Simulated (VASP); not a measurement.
# As (P6_3/mmc) in VASP: notebook

The runs below take As through single point, relaxation of cell and atoms, with PBE.

Program: VASP 6.6.1. These are calculated values, not measurements. Logs are shortened: lines on timing, memory, paths and dates and some standing lists are left out, and cuts for length are marked.

## 1. The cell of the first run

Symmetry: P6_3/mmc, No. 194, hexagonal system. Conventional cell: a = 2.452 Å, b = 2.452 Å, c = 3.809 Å, α = 90.00°, β = 90.00°, γ = 120.00°. Within 3.1 Å of As (site symmetry -6m2) lie 12 As at 2.37 to 2.45 Å.

## 2. Single point, PBE

The input, INCAR:

```
SYSTEM = As
PREC = Accurate ; ENCUT = 520
EDIFF = 1E-6 ; ISMEAR = -1
SIGMA = 0.08 ; LREAL = .FALSE.
LASPH = .TRUE. ; NELM = 100
ALGO = Normal ; ISIF = 2
LWAVE = .FALSE. ; LCHARG = .FALSE.
GGA = PE ; NBANDS = 12
```

The input, KPOINTS:

```
Automatic mesh
0
G
  18 18 10
  0 0 0
```

The input, POSCAR:

```
As
1.0
    2.4518773171      0.0000000000      0.0000000000
   -1.2259386586      2.1233880436      0.0000000000
    0.0000000000      0.0000000000      3.8087880572
As
2
Direct
    0.3333333333      0.6666666667      0.2500000000
    0.6666666667      0.3333333333      0.7500000000
```

Potentials or basis: VASP PAW PBE potentials, release 64 (As).

The run is started by

```bash
cat potpaw_PBE.64/As/POTCAR > POTCAR
mpirun -np 1 vasp_std > vasp.out
```

OUTCAR:

```text
SYSTEM = As
   PREC = Accurate
   ENCUT = 520
   EDIFF = 1E-6
   ISMEAR = -1
   LREAL = .FALSE.
   LASPH = .TRUE.
   NELM = 100
   ISIF = 2
   GGA = PE

 ion  position               nearest neighbor table
   1  0.333  0.667  0.250-   2 2.37   2 2.37   2 2.37   2 2.37   2 2.37   2 2.37
   2  0.667  0.333  0.750-   1 2.37   1 2.37   1 2.37   1 2.37   1 2.37   1 2.37

  LATTYP: Found a hexagonal cell.
 ALAT       =     2.4518773171
 C/A-ratio  =     1.5534170615

  Lattice vectors:

 A1 = (   2.4518773171,   0.0000000000,   0.0000000000)
 A2 = (  -1.2259386586,   2.1233880436,   0.0000000000)
 A3 = (   0.0000000000,   0.0000000000,   3.8087880572)

Analysis of symmetry for initial positions (statically):
=====================================================================
 Subroutine PRICEL returns:
 Original cell was already a primitive cell.

 Routine SETGRP: Setting up the symmetry group for a
 hexagonal supercell.

 Subroutine GETGRP returns: Found 24 space group operations
 (whereof 12 operations were pure point group operations)
 out of a pool of 24 trial point group operations.

The static configuration has the point symmetry D_3d.
 The point group associated with its full space group is D_6h.

Analysis of symmetry for dynamics (positions and initial velocities):
=====================================================================
 Subroutine PRICEL returns:
 Original cell was already a primitive cell.

 Routine SETGRP: Setting up the symmetry group for a
 hexagonal supercell.

 Subroutine GETGRP returns: Found 24 space group operations
 (whereof 12 operations were pure point group operations)
 out of a pool of 24 trial point group operations.

The dynamic configuration has the point symmetry D_3d.
 The point group associated with its full space group is D_6h.

 Subroutine INISYM returns: Found 24 space group operations
 (whereof 12 operations are pure point group operations),
 and found     1 'primitive' translations

----------------------------------------------------------------------------------------

                                     Primitive cell

  volume of cell :      19.8296

  direct lattice vectors                    reciprocal lattice vectors
     2.451877317  0.000000000  0.000000000     0.407850749  0.235472740  0.000000000
    -1.225938659  2.123388044  0.000000000     0.000000000  0.470945479  0.000000000
     0.000000000  0.000000000  3.808788057     0.000000000  0.000000000  0.262550708

  length of vectors
     2.451877317  2.451877317  3.808788057     0.470945479  0.470945479  0.262550708

  position of ions in fractional coordinates (direct lattice)
     0.333333333  0.666666667  0.250000000
     0.666666667  0.333333333  0.750000000

  ion indices of the primitive-cell ions
   primitive index   ion index
                 1           1
                 2           2

----------------------------------------------------------------------------------------

 KPOINTS: Automatic mesh

Automatic generation of k-mesh.
 Grid dimensions read from file:
 generate k-points for:   18   18   10

 Generating k-lattice:

  Cartesian coordinates                     Fractional coordinates (reciprocal lattice)
     0.022658375  0.013081819  0.000000000     0.055555556  0.000000000  0.000000000
     0.000000000  0.026163638  0.000000000     0.000000000  0.055555556  0.000000000
     0.000000000  0.000000000  0.026255071     0.000000000  0.000000000  0.100000000

  Length of vectors
     0.026163638  0.026163638  0.026255071

  Shift w.r.t. Gamma in fractional coordinates (k-lattice)
     0.000000000  0.000000000  0.000000000

 Subroutine IBZKPT returns following result:
 ===========================================

 Found    222 irreducible k-points:

 Following reciprocal coordinates:
            Coordinates               Weight
  0.000000  0.000000  0.000000      1.000000
  0.055556 -0.000000  0.000000      6.000000
  0.111111 -0.000000  0.000000      6.000000
  0.166667  0.000000  0.000000      6.000000
  0.222222 -0.000000  0.000000      6.000000
  0.277778 -0.000000  0.000000      6.000000
[... 16 lines left out ...]
  0.333333  0.111111  0.000000     12.000000
  0.388889  0.111111  0.000000     12.000000
 [... further k-points ...]
   k-points           NKPTS =    222   k-points in BZ     NKDIM =    222   number of bands    NBANDS=     12
   number of dos      NEDOS =    301   number of ions     NIONS =      2
   total plane-waves  NPLWV =   9072
   dimension x,y,z NGX =    18 NGY =   18 NGZ =   28
   dimension x,y,z NGXF=    36 NGYF=   36 NGZF=   56
   ions per type =               2
   NGX,Y,Z   is equivalent  to a cutoff of  12.20, 12.20, 12.22 a.u.
   NGXF,Y,Z  is equivalent  to a cutoff of  24.41, 24.41, 24.44 a.u.
 SYSTEM =  As
   PREC   = accura    normal or accurate (medium, high low for compatibility)
   ISTART =      0    job   : 0-new  1-cont  2-samecut
   ICHARG =      2    charge: 1-file 2-atom 10-const
   ISPIN  =      1    spin polarized calculation?
   LNONCOLLINEAR =      F non collinear calculations
   LSORBIT =      F    spin-orbit coupling
   LASPH  =      T    aspherical Exc in radial PAW
   ENCUT  =  520.0 eV  38.22 Ry    6.18 a.u.   4.56  4.56  7.08*2*pi/ulx,y,z
   NELM   =    100;   NELMIN=  2; NELMDL= -5     # of ELM steps
   EDIFF  = 0.1E-05   stopping-criterion for ELM
   LREAL  =      F    real-space projection
   EDIFFG = 0.1E-04   stopping-criterion for IOM
   NSW    =      0    number of steps for IOM
   IBRION =     -1    ionic relax: 0-MD 1-quasi-New 2-CG
   NFREE  =      0    steps in history (QN), initial steepest desc. (CG)
   ISIF   =      2    stress and relaxation
   ISYM   =      2    0-nonsym 1-usesym 2-fastsym
   POTIM  = 0.5000    time-step for ionic-motion
   TEBEG  =    0.0;   TEEND  =   0.0 temperature during run
   PSTRESS=    0.0 pullay stress
   NELECT =      10.0000    total number of electrons
   NUPDOWN=      -1.0000    fix difference up-down
   EMIN   =  10.00;   EMAX   =-10.00  energy-range for DOS
   EFERMI =   0.00;   METHOD = LEGACY
   ISMEAR =    -1;   SIGMA  =   0.08  broadening in eV -4-tet -1-fermi 0-gaus
   EFERMI_NEDOS =   21; number of points for ismear=-14 and -15
   IALGO  =     38    algorithm
   IMIX   =      4    mixing-type and parameters
     AMIX     =   0.40;   BMIX     =  1.00
     AMIX_MAG =   1.60;   BMIX_MAG =  1.00
  volume/ion in A,a.u.               =       9.91        66.91
  Fermi-wavevector in a.u.,A,eV,Ry     =   1.303076  2.462457 23.102801  1.698008
  Thomas-Fermi vector in A             =   2.434102
   LORBIT       =      0    0 simple, 1 ext, 2 COOP (PROOUT), +10 PAW based schemes
   GGA     = PE    functional components
   LHFCALC =     F    Hartree Fock is set to
   AEXX    =    0.0000 exact exchange contribution
   IVDW    =     0    specifies the selected vdW correction
   LEPSILON=     F    determine dielectric tensor
   LRPA    =     F    only Hartree local field effects (RPA)
 non-spin polarized calculation
  energy-cutoff  :      520.00
  volume of cell :       19.83
 maximum number of plane-waves:       552
   NGX =  9   NGY =  9   NGZ = 15

 number of electron      10.0000001 magnetization

 Free energy of the ion-electron system (eV)
  ---------------------------------------------------
  ext. energy  EPLUGINS =         0.00000000
  ---------------------------------------------------
  free energy    TOTEN  =        -1.05462764 eV

  energy without entropy =       -1.04055492  energy(sigma->0) =       -1.04759128

 E-fermi :  16.5633     XC(G=0): -13.8676

 val. band max:       16.5423293901   @ k =   0.2778   0.2222   0.2000
 cond. band min:      16.5662352350   @ k =   0.4444   0.1111   0.2000
 fundamental gap:      0.0239058449
 Fermi energy:        16.5632536618

 k-point     1 :       0.0000    0.0000    0.0000
  band No.  band energies     occupation
      1      -6.9202      2.00000
      2       3.6585      2.00000
      3       3.9195      2.00000
      4      23.7230      0.00000
      5      23.7230      0.00000
      6      26.6834      0.00000
      7      26.6834      0.00000
      8      29.7486      0.00000
      9      29.8077      0.00000
     10      31.6606      0.00000
     11      33.8355      0.00000
     12      33.8355      0.00000

 k-point     2 :       0.0556   -0.0000    0.0000
  band No.  band energies     occupation
      1      -6.8150      2.00000
      2       3.7704      2.00000
      3       4.0168      2.00000
      4      22.2240      0.00000
      5      22.9759      0.00000
      6      26.1853      0.00000
      7      27.4775      0.00000
      8      30.4522      0.00000
      9      30.6338      0.00000
     10      31.0994      0.00000
     11      32.8606      0.00000
     12      33.0232      0.00000

 k-point     3 :       0.1111   -0.0000    0.0000
  band No.  band energies     occupation
      1      -6.4995      2.00000
      2       4.1050      2.00000
      3       4.3094      2.00000
      4      19.4640      0.00000
      5      21.6696      0.00000
      6      25.1785      0.00000
      7      28.6697      0.00000
      8      28.9881      0.00000
      9      29.2021      0.00000
     10      31.8793      0.00000
     11      32.2341      0.00000
     12      33.3243      0.00000
[... 286 lines left out ...]
 k-point    23 :       0.3333    0.1111    0.0000
  band No.  band energies     occupation
      1      -1.4351      2.00000
      2       6.2352      2.00000
      3       9.0806      2.00000
      4       9.1862      2.00000
      5      13.5871      2.00000
      6      16.4130      1.73492
      7      17.1965      0.00073
      8      23.1715      0.00000
      9      25.0411      0.00000
     10      25.4935      0.00000
     11      34.9821      0.00000
     12      35.1252      0.00000

 k-point    24 :       0.3889    0.1111    0.0000
  band No.  band energies     occupation
      1       0.1270      2.00000
      2       4.0616      2.00000
      3      10.5403      2.00000
      4      10.5823      2.00000
      5      13.2457      2.00000
      6      14.3236      2.00000
      7      15.3342      2.00000
      8      22.8574      0.00000
      9      24.7233      0.00000
     10      25.2336      0.00000
     11      34.7434      0.00000
     12      35.0673      0.00000

 [... further k-points ...]
[... 5 lines left out ...]
  --------------------------------------------------------------------------------------
  -------------------------------------------------------------------------------------
  Total       28.1514751     28.1514751     28.2009661     -0.0000000      0.0000000      0.0000000
  in kB     2274.5570226   2274.5570226   2278.5557465     -0.0000001      0.0000000      0.0000000
  external PRESSURE =    2275.8899306 kB  Pullay stress =       0.0000000 kB

 VOLUME and BASIS-vectors are now :
 -----------------------------------------------------------------------------
  energy-cutoff  :      520.00
  volume of cell :       19.83
      direct lattice vectors                 reciprocal lattice vectors
     2.451877317  0.000000000  0.000000000     0.407850749  0.235472740  0.000000000
    -1.225938659  2.123388044  0.000000000     0.000000000  0.470945479  0.000000000
     0.000000000  0.000000000  3.808788057     0.000000000  0.000000000  0.262550708

 POSITION                                       TOTAL-FORCE (eV/Angst)
 -----------------------------------------------------------------------------------
     -0.00000      1.41559      0.95220        -0.000000      0.000000      0.000000
      1.22594      0.70780      2.85659         0.000000      0.000000      0.000000
 -----------------------------------------------------------------------------------
    total drift:                                0.000000     -0.000000      0.000000

  FREE ENERGIE OF THE ION-ELECTRON SYSTEM (eV)
  ---------------------------------------------------
  free  energy   TOTEN  =        -1.0546276386 eV

  energy  without entropy=       -1.0405549182  energy(sigma->0) =       -1.04759128
```

It took 14 s on 1 thread of Intel Xeon 6975P-C (Granite Rapids), shared host; peak memory 0.16 GiB.

Results:

| Quantity | Value |
| --- | --- |
| Free energy | -1.0546 eV |
| Pressure | 227.6 GPa |
| Band gap on the k mesh | zero (band 5 reaches 25.96 eV, above the bottom of band 6 at 8.44 eV) |

## 3. Single point, PBE

The input, INCAR:

```
SYSTEM = As
ALGO     = Normal         ! electronic algorithm
EDIFF    = 1E-6           ! SCF threshold, eV
ENCUT    = 520            ! plane-wave cutoff, eV
GGA      = PE             ! functional
ISIF     = 2              ! what is computed and relaxed
ISMEAR   = -1             ! smearing method
LASPH    = .True.         ! aspherical terms in the spheres
LCHARG   = .True.         ! write CHGCAR
LELF     = .True.         ! ELF
LREAL    = .False.        ! projectors in reciprocal space
LVHAR    = .True.       
LWAVE    = .False.        ! write WAVECAR
NBANDS   = 12             ! bands
NELM     = 80             ! most SCF steps
PREC     = Accurate       ! precision mode
SIGMA    = 0.08           ! smearing width, eV
```

The input, KPOINTS:

```
k-points
0
Gamma
  18 18 10
  0 0 0
```

Edit POSCAR of step 2 so:

```diff
@@ -2,3 +2,3 @@
 1.0
-    2.4518773171      0.0000000000      0.0000000000
+    2.4518773172      0.0000000000      0.0000000000
    -1.2259386586      2.1233880436      0.0000000000
```

Potentials or basis: VASP PAW PBE potentials, release 64 (As).

The run is started by

```bash
cat potpaw_PBE.64/As/POTCAR > POTCAR
mpirun -np 1 vasp_std > vasp.out
```

OUTCAR:

```text
SYSTEM = As
   EDIFF = 1E-6
   ENCUT = 520
   GGA = PE
   ISIF = 2
   ISMEAR = -1
   LASPH = .True.
   LREAL = .False.
   NELM = 80
   PREC = Accurate

 ion  position               nearest neighbor table
   1  0.333  0.667  0.250-   2 2.37   2 2.37   2 2.37   2 2.37   2 2.37   2 2.37
   2  0.667  0.333  0.750-   1 2.37   1 2.37   1 2.37   1 2.37   1 2.37   1 2.37

  LATTYP: Found a hexagonal cell.
 ALAT       =     2.4518773172
 C/A-ratio  =     1.5534170615

  Lattice vectors:

 A1 = (   2.4518773172,   0.0000000000,   0.0000000000)
 A2 = (  -1.2259386586,   2.1233880436,   0.0000000000)
 A3 = (   0.0000000000,   0.0000000000,   3.8087880572)

Analysis of symmetry for initial positions (statically):
=====================================================================
 Subroutine PRICEL returns:
 Original cell was already a primitive cell.

 Routine SETGRP: Setting up the symmetry group for a
 hexagonal supercell.

 Subroutine GETGRP returns: Found 24 space group operations
 (whereof 12 operations were pure point group operations)
 out of a pool of 24 trial point group operations.

The static configuration has the point symmetry D_3d.
[... 167 lines left out ...]
 Fermi energy:        16.5632536612

 k-point     1 :       0.0000    0.0000    0.0000
  band No.  band energies     occupation
      1      -6.9202      2.00000
      2       3.6585      2.00000
      3       3.9195      2.00000
      4      23.7230      0.00000
      5      23.7230      0.00000
      6      26.6834      0.00000
      7      26.6834      0.00000
      8      29.7486      0.00000
      9      29.8077      0.00000
     10      31.6606      0.00000
     11      33.8355      0.00000
     12      33.8355      0.00000
[... 331 lines left out ...]
 k-point    24 :       0.3889    0.1111    0.0000
  band No.  band energies     occupation
      1       0.1270      2.00000
      2       4.0616      2.00000
      3      10.5403      2.00000
      4      10.5823      2.00000
      5      13.2457      2.00000
      6      14.3236      2.00000
      7      15.3342      2.00000
      8      22.8574      0.00000
      9      24.7233      0.00000
     10      25.2336      0.00000
     11      34.7434      0.00000
     12      35.0673      0.00000

 [... further k-points ...]
[... 5 lines left out ...]
  --------------------------------------------------------------------------------------
  -------------------------------------------------------------------------------------
  Total       28.1514751     28.1514751     28.2009661     -0.0000000      0.0000000      0.0000000
  in kB     2274.5570217   2274.5570215   2278.5557465     -0.0000000      0.0000000      0.0000000
  external PRESSURE =    2275.8899299 kB  Pullay stress =       0.0000000 kB

 VOLUME and BASIS-vectors are now :
 -----------------------------------------------------------------------------
  energy-cutoff  :      520.00
  volume of cell :       19.83
      direct lattice vectors                 reciprocal lattice vectors
     2.451877317  0.000000000  0.000000000     0.407850749  0.235472740  0.000000000
    -1.225938659  2.123388044  0.000000000     0.000000000  0.470945479  0.000000000
     0.000000000  0.000000000  3.808788057     0.000000000  0.000000000  0.262550708

 POSITION                                       TOTAL-FORCE (eV/Angst)
 -----------------------------------------------------------------------------------
     -0.00000      1.41559      0.95220        -0.000000      0.000000      0.000000
      1.22594      0.70780      2.85659         0.000000     -0.000000      0.000000
 -----------------------------------------------------------------------------------
    total drift:                               -0.000000      0.000000     -0.000000

  FREE ENERGIE OF THE ION-ELECTRON SYSTEM (eV)
  ---------------------------------------------------
  free  energy   TOTEN  =        -1.0546276394 eV

  energy  without entropy=       -1.0405549190  energy(sigma->0) =       -1.04759128
```

OSZICAR:

```text
N       E                     dE             d eps       ncg     rms          rms(c)
DAV:   1     0.346834692701E+02    0.34683E+02   -0.49075E+03  5336   0.763E+02
DAV:   2    -0.184407800705E+00   -0.34868E+02   -0.33256E+02  7152   0.131E+02
DAV:   3    -0.122610419645E+01   -0.10417E+01   -0.10342E+01  6704   0.211E+01
DAV:   4    -0.122745223674E+01   -0.13480E-02   -0.13479E-02  6088   0.814E-01
DAV:   5    -0.122745257826E+01   -0.34152E-06   -0.34228E-06  6508   0.148E-02    0.962E+00
DAV:   6    -0.111635784836E+01    0.11109E+00   -0.50406E-03  5776   0.568E-01    0.578E+00
DAV:   7    -0.105472494609E+01    0.61633E-01   -0.10462E-02  5692   0.845E-01    0.749E-02
DAV:   8    -0.105463078168E+01    0.94164E-04   -0.20018E-04  6528   0.889E-02    0.256E-02
DAV:   9    -0.105462860821E+01    0.21735E-05   -0.11117E-05  6188   0.207E-02    0.908E-03
DAV:  10    -0.105462725726E+01    0.13509E-05   -0.22524E-07  3876   0.402E-03    0.224E-03
DAV:  11    -0.105462763939E+01   -0.38213E-06   -0.22373E-08  3140   0.110E-03
   1 F= -.10546276E+01 E0= -.10475913E+01  d E =-.140727E-01
```

stdout:

```text
POSCAR found type information on POSCAR As
 POSCAR found :  1 types and       2 ions
 scaLAPACK will be used
 LDA part: xc-table for (Slater+PW92), standard interpolation
 POSCAR, INCAR and KPOINTS ok, starting setup
 FFT: planning ... GRIDC
 FFT: planning ... GRID_SOFT
 FFT: planning ... GRID
 WAVECAR not read
 entering main loop
```

Wall time 14 s (1 thread of Intel Xeon 6975P-C (Granite Rapids), shared host); peak memory 0.15 GiB.

Results:

```
Free energy            : -1.0546 eV
Pressure               : 227.6 GPa
Band gap on the k mesh : zero (band 5 reaches 25.96 eV, above the bottom of band 6 at 8.44 eV)
```

(Continued in part 2 of 2.)
